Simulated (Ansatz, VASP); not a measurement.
Two plane-wave programs on Mg2Si

File INCAR:

```
SYSTEM = Mg2Si
PREC     = Accurate       ! precision mode
ENCUT    = 600            ! plane-wave cutoff, eV
EDIFF    = 1E-6           ! SCF threshold, eV
ISMEAR   = 0              ! smearing method
SIGMA    = 0.01           ! smearing width, eV
LREAL    = .False.        ! projectors in reciprocal space
LASPH    = .True.         ! aspherical terms in the spheres
NELM     = 120            ! most SCF steps
ALGO     = Normal         ! electronic algorithm
ISIF     = 2              ! what is computed and relaxed
LWAVE    = .False.        ! write WAVECAR
LCHARG   = .False.        ! write CHGCAR
GGA      = PE             ! functional
NBANDS   = 11             ! bands
GGA_COMPAT= .False.
```

Contents of KPOINTS:

```
regular mesh
0
Gamma
  6 6 6
  0 0 0
```

Contents of POSCAR:

```
Mg2Si
1.0
    0.0000000000      3.1820046809      3.1820046809
    3.1820046809      0.0000000000      3.1820046809
    3.1820046809      3.1820046809      0.0000000000
Mg Si
2 1
Direct
    0.2500000000      0.2500000000      0.2500000000
    0.7500000000      0.7500000000      0.7500000000
    0.0000000000      0.0000000000      0.0000000000
```

Input for Ansatz:

```yaml
crystal:
  lattice:
    - [0.0, 3.1820046809, 3.1820046809]
    - [3.1820046809, 0.0, 3.1820046809]
    - [3.1820046809, 3.1820046809, 0.0]
  atoms:
    - { symbol: Mg, position: [0.25, 0.25, 0.25] }
    - { symbol: Mg, position: [0.75, 0.75, 0.75] }
    - { symbol: Si, position: [0.0, 0.0, 0.0] }
kpoints:
  mp_grid: { grid: [6, 6, 6] }
hamiltonian:
  xc: pbe
scf:
  occupations: { method: fixed }
  n_extra_bands: 4
output:
  forces: true
  stress: true
  eigenvalues: true
```

Alike in both runs: task single point; functional PBE; k mesh 6 × 6 × 6; no spin polarisation.

|  | VASP | Ansatz |
| --- | --- | --- |
| version | VASP 6.6.1 | Ansatz 0.2.0 |
| potentials or method | VASP PAW PBE potentials, release 64 (Mg, Si) | plane waves, PAW |
| plane-wave cutoff (eV) | 600 | 420 |
| occupations | gaussian, width 0.01 eV | fixed |
| valence electrons in the cell | 8 | 24 |

|  | VASP | Ansatz | Ansatz less VASP |
| --- | --- | --- | --- |
| gap on the k mesh at the Fermi level (eV) | 0.21 | 0.21 | +0.002 |
| pressure (GPa) | -0.1 | 0.0 | +0.13 |

VASP's potentials hold 8 valence electrons a cell and Ansatz's 24, so a difference there can come from the potentials and not from the codes.
